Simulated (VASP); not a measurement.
Here is a VASP 6.6.1 calculation.

File POSCAR:

```
BN
1.0
    2.6509812034     -0.0021312627      0.0000000000
   -1.3272057354      2.1399737417      0.0000000000
    0.0000000000      0.0000000000      6.8567291719
B N
2 2
Direct
    0.3469120476      0.6938718271      0.2500000000
    0.6530879524      0.3061281729      0.7500000000
    0.3160369266      0.6318694150      0.7500000000
    0.6839630734      0.3681305850      0.2500000000
```

The input INCAR.step1:

```
SYSTEM = BN
PREC = Accurate
ENCUT = 520
ISMEAR = 0
SIGMA = 0.02
LREAL = .FALSE.
LASPH = .TRUE.
NELM = 80
NBANDS = 16
GGA = PE
ALGO = Normal
EDIFF = 1E-4
LWAVE = .TRUE.
LCHARG = .FALSE.
```

The input INCAR.step2:

```
SYSTEM = BN
PREC = Accurate
ENCUT = 520
EDIFF = 1E-6
ISMEAR = 0
SIGMA = 0.02
LREAL = .FALSE.
LASPH = .TRUE.
NELM = 80
ALGO = Normal
ISIF = 2
LWAVE = .FALSE.
LCHARG = .FALSE.
METAGGA = R2SCAN
LMIXTAU = .TRUE.
NBANDS = 16
ISTART = 1
```

File KPOINTS:

```
Automatic mesh
0
G
  12 12 4
  0 0 0
```

Potentials or basis: VASP PAW PBE potentials, release 64 (B, N).

The run is started by

```bash
$ cat potpaw_PBE.64/B/POTCAR potpaw_PBE.64/N/POTCAR > POTCAR
$ cp INCAR.step1 INCAR
$ mpirun -np 1 vasp_std > vasp.out
$ cp INCAR.step2 INCAR
$ mpirun -np 1 vasp_std > vasp.out
```

(1) What does it give for the band gap on the k mesh?

(2) What does it give for the largest force?

(3) What does it give for the pressure?

## Answers

(1) 4.60 eV (least direct gap 4.98 eV).

(2) 0.006 eV/Å.

(3) -14.1 GPa.

Caveat: the cell differs from its parent crystal (uniaxial strain along a: +6.0 %, then relaxed in part); the cell stands under tension; the PAW data sets were made with another functional, which shifts forces and pressure a little.
